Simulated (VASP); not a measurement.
# Sb (Pm-3m) in VASP: settings compared, part 2 of 2

VASP 6.6.1.

## (4) Vibrations by perturbation theory, PBEsol

File INCAR:

```
SYSTEM = Sb
PREC = Accurate
ENCUT = 500
EDIFF = 1E-8
ISMEAR = -1
SIGMA = 0.05
LREAL = .False.
LASPH = .True.
NELM = 120
ALGO = Normal
ISIF = 2
LWAVE = .False.
LCHARG = .False.
GGA = PS
NBANDS = 8
IBRION = 8
NSW = 1
GGA_COMPAT = .False.
```

File KPOINTS:

```
regular mesh
0
Gamma
  6 6 6
  0 0 0
```

File POSCAR:

```
Sb
1.0
    3.1600000000      0.0000000000      0.0000000000
    0.0000000000      3.1600000000      0.0000000000
    0.0000000000      0.0000000000      3.1600000000
Sb
1
Direct
    0.0000000000      0.0000000000      0.0000000000
```

Potentials or basis: VASP PAW PBE potentials, release 64 (Sb).

On the command line:

```console
$ cat potpaw_PBE.64/Sb/POTCAR > POTCAR
$ mpirun -np 1 vasp_std > vasp.out
```

OUTCAR:

```text
SYSTEM = Sb
   PREC = Accurate
   ENCUT = 500
   EDIFF = 1E-8
   ISMEAR = -1
   LREAL = .False.
   LASPH = .True.
   NELM = 120
   ISIF = 2
   GGA = PS
   IBRION = 8
   NSW = 1

 ion  position               nearest neighbor table
   1  0.000  0.000  0.000-

  LATTYP: Found a simple cubic cell.
 ALAT       =     3.1600000000

  Lattice vectors:

 A1 = (   3.1600000000,   0.0000000000,   0.0000000000)
 A2 = (   0.0000000000,   3.1600000000,   0.0000000000)
 A3 = (   0.0000000000,   0.0000000000,   3.1600000000)

Analysis of symmetry for initial positions (statically):
=====================================================================
 Subroutine PRICEL returns:
 Original cell was already a primitive cell.

 Routine SETGRP: Setting up the symmetry group for a
 simple cubic supercell.

 Subroutine GETGRP returns: Found 48 space group operations
 (whereof 48 operations were pure point group operations)
 out of a pool of 48 trial point group operations.

The static configuration has the point symmetry O_h .

Analysis of symmetry for dynamics (positions and initial velocities):
=====================================================================
 Subroutine PRICEL returns:
 Original cell was already a primitive cell.

 Routine SETGRP: Setting up the symmetry group for a
 simple cubic supercell.

 Subroutine GETGRP returns: Found 48 space group operations
 (whereof 48 operations were pure point group operations)
 out of a pool of 48 trial point group operations.

The dynamic configuration has the point symmetry O_h .

 Subroutine INISYM returns: Found 48 space group operations
 (whereof 48 operations are pure point group operations),
 and found     1 'primitive' translations

----------------------------------------------------------------------------------------

                                     Primitive cell

  volume of cell :      31.5545

  direct lattice vectors                    reciprocal lattice vectors
     3.160000000  0.000000000  0.000000000     0.316455696  0.000000000  0.000000000
     0.000000000  3.160000000  0.000000000     0.000000000  0.316455696  0.000000000
     0.000000000  0.000000000  3.160000000     0.000000000  0.000000000  0.316455696

  length of vectors
     3.160000000  3.160000000  3.160000000     0.316455696  0.316455696  0.316455696

  position of ions in fractional coordinates (direct lattice)
     0.000000000  0.000000000  0.000000000

  ion indices of the primitive-cell ions
   primitive index   ion index
                 1           1

----------------------------------------------------------------------------------------

 KPOINTS: regular mesh

[... 103 lines left out ...]

 Free energy of the ion-electron system (eV)
  ---------------------------------------------------
  ext. energy  EPLUGINS =         0.00000000
  ---------------------------------------------------
  free energy    TOTEN  =        -4.52397297 eV

  energy without entropy =       -4.51845803  energy(sigma->0) =       -4.52121550

 E-fermi :   6.5243     XC(G=0):  -9.5110

 val. band max:        6.4396296594   @ k =   0.5000   0.3333   0.3333
 cond. band min:       6.6043869658   @ k =   0.1667   0.1667   0.0000
 fundamental gap:      0.1647573064
 Fermi energy:         6.5243355150

 k-point     1 :       0.0000    0.0000    0.0000
  band No.  band energies     occupation
      1      -5.6667      2.00000
      2       9.4322      0.00000
      3       9.4322      0.00000
      4       9.4322      0.00000
      5      13.2053      0.00000
      6      13.2053      0.00000
      7      14.1044      0.00000
      8      23.7370      0.00000
[... 199 lines left out ...]
 k-point    20 :       0.5000    0.5000    0.5000
  band No.  band energies     occupation
      1       1.4612      2.00000
      2       4.8152      2.00000
      3       4.8152      2.00000
      4       4.8152      2.00000
      5      11.1929      0.00000
      6      11.1929      0.00000
      7      11.1929      0.00000
      8      13.2532      0.00000

------------------------ aborting loop because EDIFF is reached ----------------------------------------

  FORCE on cell =-STRESS in cart. coord.  units (eV):
  Direction    XX          YY          ZZ          XY          YZ          ZX
  --------------------------------------------------------------------------------------
  -------------------------------------------------------------------------------------
  Total       -0.7530390     -0.7530390     -0.7530390     -0.0000000      0.0000000     -0.0000000
  in kB      -38.2355015    -38.2355015    -38.2355015     -0.0000000      0.0000000     -0.0000000
  external PRESSURE =     -38.2355015 kB  Pullay stress =       0.0000000 kB

 VOLUME and BASIS-vectors are now :
 -----------------------------------------------------------------------------
  energy-cutoff  :      500.00
  volume of cell :       31.55
      direct lattice vectors                 reciprocal lattice vectors
     3.160000000  0.000000000  0.000000000     0.316455696  0.000000000  0.000000000
     0.000000000  3.160000000  0.000000000     0.000000000  0.316455696  0.000000000
     0.000000000  0.000000000  3.160000000     0.000000000  0.000000000  0.316455696

 POSITION                                       TOTAL-FORCE (eV/Angst)
 -----------------------------------------------------------------------------------
      0.00000      0.00000      0.00000         0.000000      0.000000      0.000000
 -----------------------------------------------------------------------------------
    total drift:                               -0.000000      0.000000      0.000000

  FREE ENERGIE OF THE ION-ELECTRON SYSTEM (eV)
  ---------------------------------------------------
  free  energy   TOTEN  =        -4.5239729677 eV

  energy  without entropy=       -4.5184580345  energy(sigma->0) =       -4.52121550

[... ionic steps 2 to 3 ...]

--------------------------------------- Ionic step        4  -------------------------------------------

 Free energy of the ion-electron system (eV)
  ---------------------------------------------------
  ---------------------------------------------------
  free energy    TOTEN  =        -0.01838987 eV

  energy without entropy =       -0.01838988

------------------------ aborting loop because EDIFF is reached ----------------------------------------

 INTERNAL STRAIN TENSOR  FOR ION    1  DIRECTION 1   (eV/Angst):
 -----------------------------------------------------------------------------
    -0.03725  0.00000  0.00000
    -0.00000  0.01139 -0.00000
     0.00000 -0.00000  0.01139

 INTERNAL STRAIN TENSOR FOR ION    1 for displacements in x,y,z  (eV/Angst):
          X           Y           Z          XY          YZ          ZX
  --------------------------------------------------------------------------------
  x     0.00000     0.00000     0.00000     0.00000     0.00000     0.00000
  y     0.00000     0.00000     0.00000     0.00000     0.00000     0.00000
  z     0.00000     0.00000     0.00000     0.00000     0.00000     0.00000

 SECOND DERIVATIVES (NOT SYMMETRIZED)
 ------------------------------------
               1X          1Y          1Z
  1X    -0.003381    0.000000   -0.000000
  1Y     0.000000   -0.003381   -0.000000
  1Z    -0.000000   -0.000000   -0.003381

 Eigenvectors and eigenvalues of the dynamical matrix
 ----------------------------------------------------

   1 f  =    0.082387 THz     0.517651 2PiTHz    2.748124 cm-1     0.340724 meV
             X         Y         Z           dx          dy          dz
      0.000000  0.000000  0.000000    -0.523960   -0.851743    0.000000

   2 f  =    0.082387 THz     0.517651 2PiTHz    2.748124 cm-1     0.340724 meV
             X         Y         Z           dx          dy          dz
      0.000000  0.000000  0.000000     0.000000    0.000000    1.000000

   3 f  =    0.082387 THz     0.517651 2PiTHz    2.748124 cm-1     0.340724 meV
             X         Y         Z           dx          dy          dz
      0.000000  0.000000  0.000000    -0.851743    0.523960    0.000000

--------------------------------------------------------------------------------------------------------

 ELASTIC MODULI CONTR FROM IONIC RELAXATION (kBar)
 Direction    XX          YY          ZZ          XY          YZ          ZX
 --------------------------------------------------------------------------------
 XX           0.0000      0.0000      0.0000      0.0000      0.0000      0.0000
 YY           0.0000      0.0000      0.0000      0.0000      0.0000      0.0000
 ZZ           0.0000      0.0000      0.0000      0.0000      0.0000      0.0000
 XY           0.0000      0.0000      0.0000      0.0000      0.0000      0.0000
 YZ           0.0000      0.0000      0.0000      0.0000      0.0000      0.0000
 ZX           0.0000      0.0000      0.0000      0.0000      0.0000      0.0000
 --------------------------------------------------------------------------------
```

OSZICAR:

```text
N       E                     dE             d eps       ncg     rms          rms(c)
DAV:   1     0.462360875268E+01    0.46236E+01   -0.15970E+03   320   0.382E+02
DAV:   2    -0.441135229001E+01   -0.90350E+01   -0.84845E+01   456   0.486E+01
[... 24 lines left out ...]
RMM:   5    -0.183890542221E-01   -0.17364E-05   -0.43537E-08  1032   0.138E-03    0.454E-04
RMM:   6    -0.183902275568E-01   -0.11733E-05   -0.50603E-09  1010   0.444E-04    0.956E-05
RMM:   7    -0.183898723662E-01    0.35519E-06   -0.35292E-10  1061   0.112E-04    0.302E-05
RMM:   8    -0.183898580617E-01    0.14305E-07   -0.54355E-10  1070   0.246E-05    0.345E-06
RMM:   9    -0.183898799643E-01   -0.21903E-07   -0.12989E-09  1037   0.586E-06    0.700E-07
RMM:  10    -0.183898745654E-01    0.53989E-08   -0.33977E-10   771   0.209E-06    0.178E-07
 Linear response finished
```

It took 40 s on 1 thread of AMD EPYC 7R13, shared host; peak memory 0.12 GiB.

Caveat: the PAW data sets were made with another functional, which shifts forces and pressure a little; spin-orbit coupling is left out, which moves the levels of the heavy elements.
